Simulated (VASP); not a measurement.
**TaN: electric field gradients with PBEsol**

Crystal: TaN.

```
Ta N
1.0
     2.89829    0.00000    0.00000
    -1.44915    2.50999    0.00000
     0.00000    0.00000    2.84404
Ta N
1 1
Direct
  0.33333 0.66667 0.50000
  0.00000 0.00000 0.00000
```

This cell differs from its parent crystal: volume scaled by 0.96.

```json
{
  "Program": "VASP 6.6.1",
  "Task": "electric field gradients",
  "Functional": "PBEsol",
  "Potentials or basis": "VASP PAW PBE potentials, release 64 (Ta_pv, N)",
  "Cutoff": "520 eV",
  "k mesh": "12 × 12 × 10",
  "Occupations": "fermi-dirac, width 0.02 eV",
  "Spin": "no spin polarisation",
  "Dipole correction": "no",
  "Further INCAR settings": "ALGO = Normal; EDIFF = 1e-08; NBANDS = 15"
}
```

```json
{
 "Pressure": "11.4 GPa",
 "Band gap on the k mesh": "zero (band 8 reaches 8.93 eV, above the bottom of band 9 at 8.41 eV)"
}
```

Stress tensor (GPa, compression positive):
```
10.83  0.00  0.00
 0.00 10.83  0.00
 0.00  0.00 12.57
```

Levels at points of the mesh, in eV from the Fermi level:
```
           k point  band 4  band 5  band 6  band 7  band 8  band 9  band 10  band 11  band 12  band 13
(0.00, 0.00, 0.00)  -18.15   -4.85   -4.85   -4.52   -3.06    2.42     3.69     3.69     4.12     4.12
(0.50, 0.00, 0.00)  -15.66   -8.64   -5.51   -3.77   -3.34    3.05     4.19     5.35     5.51     7.72
(0.00, 0.00, 0.50)  -15.22   -9.74   -3.99   -3.99   -0.22   -0.22     2.46     3.32     3.32     8.40
(0.50, 0.00, 0.50)  -16.08   -7.68   -6.46   -6.03   -0.36    4.35     5.59     6.35     7.38    10.64
```

Electric field gradients, principal values (V/Å²):
| atom | least | middle | greatest (by size) |
| --- | --- | --- | --- |
| 1 Ta | -6.829 | -6.830 | 13.659 |
| 2 N | 0.124 | 0.125 | -0.249 |

It took 65 s on 1 thread of AMD EPYC 7R13, on a shared host, peak memory 0.14 GiB.

Caveat: without QUAD_EFG the Cq values of the log hold for a quadrupole moment of 1 mb, not for the nuclei; the PAW data sets were made with another functional, which shifts forces and pressure a little; spin-orbit coupling is left out, which moves the levels of the heavy elements.
